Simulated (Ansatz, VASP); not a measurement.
## One calculation of Fe, two programs

File INCAR:

```
SYSTEM = Fe
ALGO = Normal
EDIFF = 1E-6
ENCUT = 520
GGA = PE
ISIF = 2
ISMEAR = 0
ISPIN = 2
LASPH = .True.
LCHARG = .False.
LMAXMIX = 4
LORBIT = 11
LREAL = .False.
LWAVE = .False.
MAGMOM = 2.44
NBANDS = 14
NELM = 150
PREC = Accurate
SIGMA = 0.15
```

File KPOINTS:

```
k-points
0
Gamma
  12 12 12
  0 0 0
```

File POSCAR:

```
Fe
1.0
   -1.2928022309      1.2928022309      1.7432145281
    1.2928022309     -1.2928022309      1.7432145281
    1.2928022309      1.2928022309     -1.7432145281
Fe
1
Direct
    0.0000000000      0.0000000000      0.0000000000
```

Input for Ansatz:

```yaml
crystal:
  lattice:
    - [-1.2928022309, 1.2928022309, 1.7432145281]
    - [1.2928022309, -1.2928022309, 1.7432145281]
    - [1.2928022309, 1.2928022309, -1.7432145281]
  atoms:
    - { symbol: Fe, position: [0.0, 0.0, 0.0], spin: 2.44 }
basis:
  ecutwfc: 520.0
kpoints:
  mp_grid: { grid: [12, 12, 12] }
hamiltonian:
  xc: pbe
scf:
  occupations: { method: gaussian, width: 0.15 }
output:
  forces: true
  stress: true
  eigenvalues: true
  populations: true
magnetization:
  spin_polarized: true
```

Alike in both runs: task single point; functional PBE; k mesh 12 × 12 × 12; occupations gaussian, width 0.15 eV; collinear spin.

|  | VASP | Ansatz |
| --- | --- | --- |
| version | VASP 6.6.1 | Ansatz 0.2.0 |
| potentials or method | VASP PAW PBE potentials, release 64 (Fe), cutoff 520 eV | scalar-relativistic, plane waves, PAW |
| valence electrons in the cell | 8 | 16 |

|  | VASP | Ansatz | Ansatz less VASP |
| --- | --- | --- | --- |
| gap on the k mesh at the Fermi level (eV) | none | none | - |
| pressure (GPa) | 2.8 | 2.5 | -0.30 |
| traceless stress, the component that is largest in VASP (GPa) | -6.58 | -6.88 | -0.293 |
| net moment per atom (μB) | 2.44 | 2.42 | -0.028 |
| size of the moment on the site where the two differ most (μB) | 2.44 | 2.45 | +0.018 |

Site moments also hang on the region over which each program counts them. A gap of «none» marks a metal or a gap that the smearing closes. VASP's potentials hold 8 valence electrons a cell and Ansatz's 16, so a difference there can come from the potentials and not from the codes.
